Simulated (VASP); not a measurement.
# CdS (P6_3mc) in VASP: vibrations by perturbation theory with RPBE

Aim: the vibrations by perturbation theory of CdS with RPBE.

Everything below comes from runs of VASP 6.6.1. Logs are shortened: lines on timing, memory, paths and dates and some standing lists are left out, and cuts for length are marked.

## Step 1: The cell of the first run

It takes space group P6_3mc (No. 186, hexagonal). The conventional cell has a = 4.255 Å, b = 4.255 Å, c = 6.921 Å, α = 90.00°, β = 90.00°, γ = 120.00°. Within 3.4 Å of Cd (site symmetry 3m) lie 4 S at 2.60 to 2.61 Å. S (site symmetry 3m) has 4 Cd at 2.60 to 2.61 Å within 3.4 Å.

## Step 2: Vibrations by perturbation theory, RPBE

Contents of INCAR:

```
SYSTEM = CdS
PREC = Accurate ; ENCUT = 500
EDIFF = 1E-8 ; ISMEAR = 0
SIGMA = 0.01 ; LREAL = .FALSE.
LASPH = .TRUE. ; NELM = 120
ALGO = Normal ; ISIF = 2
LWAVE = .FALSE. ; LCHARG = .FALSE.
GGA = RP ; IBRION = 8
NSW = 1 ; LEPSILON = .TRUE.
GGA_COMPAT = .FALSE.
```

Contents of KPOINTS:

```
regular mesh
0
G
  6 6 4
  0 0 0
```

Contents of POSCAR:

```
CdS
1.0
    4.2545089025      0.0000000000      0.0000000000
   -2.1272544513      3.6845127902      0.0000000000
    0.0000000000      0.0000000000      6.9209780922
Cd S
2 2
Direct
    0.6666666667      0.3333333333      0.5001715668
    0.3333333333      0.6666666667      0.0001715668
    0.6666666667      0.3333333333      0.8768284332
    0.3333333333      0.6666666667      0.3768284332
```

Potentials or basis: VASP PAW PBE potentials, release 64 (Cd, S).

Launch:

```bash
$ cat potpaw_PBE.64/Cd/POTCAR potpaw_PBE.64/S/POTCAR > POTCAR
$ mpirun -np 1 vasp_std > vasp.out
```

OUTCAR:

```text
SYSTEM = CdS
   PREC = Accurate
   ENCUT = 500
   EDIFF = 1E-8
   ISMEAR = 0
   LREAL = .FALSE.
   LASPH = .TRUE.
   NELM = 120
   ISIF = 2
   GGA = RP
   IBRION = 8
   NSW = 1
   LEPSILON = .TRUE.

 ion  position               nearest neighbor table
   1  0.667  0.333  0.500-   4 2.60   4 2.60   4 2.60   3 2.61
   2  0.333  0.667  0.000-   3 2.60   3 2.60   3 2.60   4 2.61
   3  0.667  0.333  0.877-   2 2.60   2 2.60   2 2.60   1 2.61
   4  0.333  0.667  0.377-   1 2.60   1 2.60   1 2.60   2 2.61

  LATTYP: Found a hexagonal cell.
 ALAT       =     4.2545089025
 C/A-ratio  =     1.6267395958

  Lattice vectors:

 A1 = (   4.2545089025,   0.0000000000,   0.0000000000)
 A2 = (  -2.1272544513,   3.6845127902,   0.0000000000)
 A3 = (   0.0000000000,   0.0000000000,   6.9209780922)

Analysis of symmetry for initial positions (statically):
=====================================================================
 Subroutine PRICEL returns:
 Original cell was already a primitive cell.

 Routine SETGRP: Setting up the symmetry group for a
 hexagonal supercell.

 Subroutine GETGRP returns: Found 12 space group operations
 (whereof  6 operations were pure point group operations)
 out of a pool of 24 trial point group operations.

The static configuration has the point symmetry C_3v.
 The point group associated with its full space group is C_6v.

Analysis of symmetry for dynamics (positions and initial velocities):
=====================================================================
 Subroutine PRICEL returns:
 Original cell was already a primitive cell.

 Routine SETGRP: Setting up the symmetry group for a
 hexagonal supercell.

 Subroutine GETGRP returns: Found 12 space group operations
[... 794 lines left out ...]
 ---------------------------------------------------------------------------------
 ion    1
    1     2.27915    -0.00000    -0.00000
    2    -0.00000     2.27915     0.00000
    3     0.00000     0.00000     2.34247
 ion    2
    1     2.27915    -0.00000     0.00000
    2    -0.00000     2.27915    -0.00000
    3     0.00000     0.00000     2.34247
 ion    3
    1    -2.27915     0.00000     0.00000
    2     0.00000    -2.27915    -0.00000
    3    -0.00000     0.00000    -2.34247
 ion    4
    1    -2.27915     0.00000     0.00000
    2     0.00000    -2.27915     0.00000
    3     0.00000     0.00000    -2.34247

 INTERNAL STRAIN TENSOR FOR ION    4 for displacements in x,y,z  (eV/Angst):
          X           Y           Z          XY          YZ          ZX
  --------------------------------------------------------------------------------
  x     0.00000    -0.00000    -0.00000    -4.86698    -0.00000     2.88980
  y    -4.86698     4.86698    -0.00000    -0.00000     2.39123    -0.00000
  z     2.62524     2.62524    -5.10567    -0.00000     0.00000     0.00000

 SECOND DERIVATIVES (NOT SYMMETRIZED)
 ------------------------------------
               1X          1Y          1Z          2X          2Y          2Z          3X          3Y          3Z          4X          4Y          4Z
  1X    -3.811350    0.000000    0.000000   -0.129145    0.000000    0.000000    0.138542   -0.000000    0.000000    3.801952   -0.000000   -0.000000
  1Y     0.000000   -3.811350    0.000000    0.000000   -0.129145   -0.000000   -0.000000    0.138542    0.000000   -0.000000    3.801952    0.000000
  1Z    -0.000000    0.000000   -5.321720    0.000000    0.000000    1.664303    0.000000    0.000000    2.684229    0.000000    0.000000    0.973188
  2X    -0.129145    0.000000   -0.000000   -3.811350    0.000000   -0.000000    3.801952   -0.000000    0.000000    0.138542   -0.000000   -0.000000
  2Y     0.000000   -0.129145    0.000000    0.000000   -3.811350   -0.000000   -0.000000    3.801952    0.000000   -0.000000    0.138542   -0.000000
  2Z     0.000000   -0.000000    1.664303    0.000000   -0.000000   -5.321720   -0.000000    0.000000    0.973188    0.000000    0.000000    2.684229
  3X     0.143015   -0.000000    0.000000    3.804467   -0.000000    0.000000   -4.395511    0.000000    0.000000    0.448028   -0.000000    0.000000
  3Y    -0.000000    0.143015    0.000000   -0.000000    3.804467    0.000000    0.000000   -4.395511    0.000000   -0.000000    0.448028    0.000000
  3Z     0.000000    0.000000    2.679482    0.000000    0.000000    0.986731    0.000000    0.000000   -6.083696   -0.000000    0.000000    2.417483
  4X     3.804467   -0.000000   -0.000000    0.143015   -0.000000   -0.000000    0.448028   -0.000000   -0.000000   -4.395511    0.000000    0.000000
  4Y    -0.000000    3.804467   -0.000000   -0.000000    0.143015   -0.000000   -0.000000    0.448028   -0.000000    0.000000   -4.395511    0.000000
  4Z    -0.000000    0.000000    0.986731   -0.000000   -0.000000    2.679482   -0.000000    0.000000    2.417483   -0.000000    0.000000   -6.083696

 Eigenvectors and eigenvalues of the dynamical matrix
 ----------------------------------------------------

   1 f  =    8.108240 THz    50.945575 2PiTHz  270.461779 cm-1    33.532972 meV
             X         Y         Z           dx          dy          dz
      2.127254  1.228171  3.461676     0.000000   -0.000000    0.096004
     -0.000000  2.456342  0.001187    -0.000000    0.000000   -0.096004
      2.127254  1.228171  6.068510     0.000000   -0.000000   -0.700559
     -0.000000  2.456342  2.608021    -0.000000    0.000000    0.700559
[... 71 lines left out ...]
  12 f/i=    0.002988 THz     0.018775 2PiTHz    0.099672 cm-1     0.012358 meV
             X         Y         Z           dx          dy          dz
      2.127254  1.228171  3.461676     0.000000    0.000000    0.623887
     -0.000000  2.456342  0.001187     0.000000    0.000000    0.623887
      2.127254  1.228171  6.068510     0.000000    0.000000    0.332815
     -0.000000  2.456342  2.608021     0.000000    0.000000    0.332815

--------------------------------------------------------------------------------------------------------

 MACROSCOPIC STATIC DIELECTRIC TENSOR IONIC CONTRIBUTION
 ------------------------------------------------------
           4.393487    -0.000000    -0.000000
          -0.000000     4.393487    -0.000000
          -0.000000    -0.000000     4.998624
 ------------------------------------------------------

 ELASTIC MODULI CONTR FROM IONIC RELAXATION (kBar)
 Direction    XX          YY          ZZ          XY          YZ          ZX
 --------------------------------------------------------------------------------
 XX        -200.0505     88.9084    107.9712      0.0000      0.0000      0.0000
 YY          88.9084   -200.0505    107.9712      0.0000     -0.0000     -0.0000
 ZZ         107.9712    107.9712   -209.7815     -0.0000     -0.0000     -0.0000
 XY           0.0000      0.0000     -0.0000   -144.4795      0.0000      0.0000
 YZ          -0.0000     -0.0000     -0.0000      0.0000    -49.7503      0.0000
 ZX          -0.0000      0.0000     -0.0000      0.0000      0.0000    -57.3656
 --------------------------------------------------------------------------------

 PIEZOELECTRIC TENSOR IONIC CONTR  for field in x, y, z        (C/m^2)
          XX          YY          ZZ          XY          YZ          ZX
  --------------------------------------------------------------------------------
  x    -0.00000     0.00000    -0.00000     0.00000     0.00000    -0.47239
  y    -0.00000    -0.00000    -0.00000     0.00000    -0.43992     0.00000
  z    -0.49593    -0.49593     0.96357     0.00000     0.00000     0.00000
```

OSZICAR:

```text
N       E                     dE             d eps       ncg     rms          rms(c)
DAV:   1     0.245504797678E+03    0.24550E+03   -0.17139E+04   924   0.143E+03
DAV:   2     0.196801002744E+01   -0.24354E+03   -0.23720E+03  1026   0.351E+02
DAV:   3    -0.120227444111E+02   -0.13991E+02   -0.13942E+02  1092   0.837E+01
DAV:   4    -0.121766540842E+02   -0.15391E+00   -0.15385E+00  1062   0.887E+00
[... 221 lines left out ...]
RMM:   8    -0.120805756849E+00   -0.15578E-05   -0.95577E-08  1735   0.898E-04    0.230E-04
RMM:   9    -0.120806323631E+00   -0.56678E-06    0.25158E-08  1692   0.541E-04    0.613E-05
RMM:  10    -0.120806216072E+00    0.10756E-06    0.17625E-08  1770   0.113E-04    0.310E-05
RMM:  11    -0.120806225028E+00   -0.89559E-08    0.95741E-09  1730   0.824E-05    0.114E-05
 Linear response finished
```

stdout:

```text
POSCAR found type information on POSCAR CdS
 POSCAR found :  2 types and       4 ions
 scaLAPACK will be used
 -----------------------------------------------------------------------------
|                                                                             |
|                                                                             |
[... 47 lines left out ...]
 first order change of Fermi-energy   0.54803E-03
 force on displaced ion       3 direction 1 :  -4.396  -0.001   0.000
 Born effective charge ion    3 direction 1 :  -2.304   0.000  -0.000
 Linear response progress:
 first order change of Fermi-energy   0.25137E+00
 force on displaced ion       3 direction 3 :   0.000   0.000  -6.084
 Born effective charge ion    3 direction 3 :   0.000  -0.000  -2.352
 Born effective charges drift removed
 Linear response finished
```

Run time: 31 min. Hardware: 1 thread of Intel Xeon 8259CL, shared host; peak memory 0.54 GiB.

Results:

```
Electronic dielectric tensor (diagonal)                 : 6.45, 6.45, 6.39
Born charges (mean of the diagonal)                     : Cd +2.30; S -2.30 e
Highest phonon frequency at Γ, LO-TO splitting left out : 270 cm⁻¹
```

Phonon frequencies in cm⁻¹ (negative: imaginary):
```tsv
q point	frequencies
(0.000, 0.000, 0.000)	0 0 0 43 43 126 200 207 207 219 219 270
```

Electronic dielectric tensor:
```
6.45 0.00 0.00
0.00 6.45 0.00
0.00 0.00 6.39
```

Born effective charge tensors (e):
atom 1, Cd
```
2.28 0.00 0.00
0.00 2.28 0.00
0.00 0.00 2.34
```
atom 2, Cd
```
2.28 0.00 0.00
0.00 2.28 0.00
0.00 0.00 2.34
```
atom 3, S
```
-2.28  0.00  0.00
 0.00 -2.28  0.00
 0.00  0.00 -2.34
```
atom 4, S
```
-2.28  0.00  0.00
 0.00 -2.28  0.00
 0.00  0.00 -2.34
```
